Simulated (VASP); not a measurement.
A run of VASP 6.6.1:

The input POSCAR:

```
CdS
1.0
    0.0000000000      2.9392148420      2.9392148420
    2.9392148420      0.0000000000      2.9392148420
    2.9392148420      2.9392148420      0.0000000000
Cd S
1 1
Direct
    0.0000000000      0.0000000000      0.0000000000
    0.2500000000      0.2500000000      0.2500000000
```

File INCAR.step1:

```
SYSTEM = CdS
PREC = Accurate
ENCUT = 500
EDIFF = 1E-8
ISMEAR = 0
SIGMA = 0.01
LREAL = .False.
LASPH = .True.
NELM = 80
ALGO = Normal
LWAVE = .True.
LCHARG = .False.
GGA = PE
```

INCAR.step2

```
SYSTEM = CdS
PREC = Accurate
ENCUT = 500
EDIFF = 1E-8
ISMEAR = 0
SIGMA = 0.01
LREAL = .False.
LASPH = .True.
NELM = 1
ALGO = Exact
LWAVE = .True.
LCHARG = .False.
GGA = PE
NBANDS = 91
LOPTICS = .True.
ISTART = 1
```

File INCAR.step3:

```
SYSTEM = CdS
PREC = Accurate
ENCUT = 500
EDIFF = 1E-8
ISMEAR = 0
SIGMA = 0.01
LREAL = .False.
LASPH = .True.
ALGO = EVGW0
LWAVE = .False.
LCHARG = .False.
GGA = PE
NELMGW = 1
NBANDS = 91
ENCUTGW = 80.0
NOMEGA = 48
PRECFOCK = Fast
ISTART = 1
NBANDSGW = 17
```

The input KPOINTS:

```
Automatic mesh
0
Gamma
  4 4 4
  0 0 0
```

Potentials or basis: VASP PAW PBE potentials, release 64 (Cd_GW, S_GW).

Run with:

```console
$ cat potpaw_PBE.64/Cd_GW/POTCAR potpaw_PBE.64/S_GW/POTCAR > POTCAR
$ cp INCAR.step1 INCAR
$ mpirun -np 1 vasp_std > vasp.out
$ cp INCAR.step2 INCAR
$ mpirun -np 1 vasp_std > vasp.out
$ cp INCAR.step3 INCAR
$ mpirun -np 1 vasp_std > vasp.out
```

Hardware: 1 thread of Intel Xeon 8259CL (shared host).

Estimate the wall time of this run.

Wall time 5.8 min on 1 thread of Intel Xeon 8259CL, on a shared host, peak memory 0.54 GiB. Counts: k points 8.
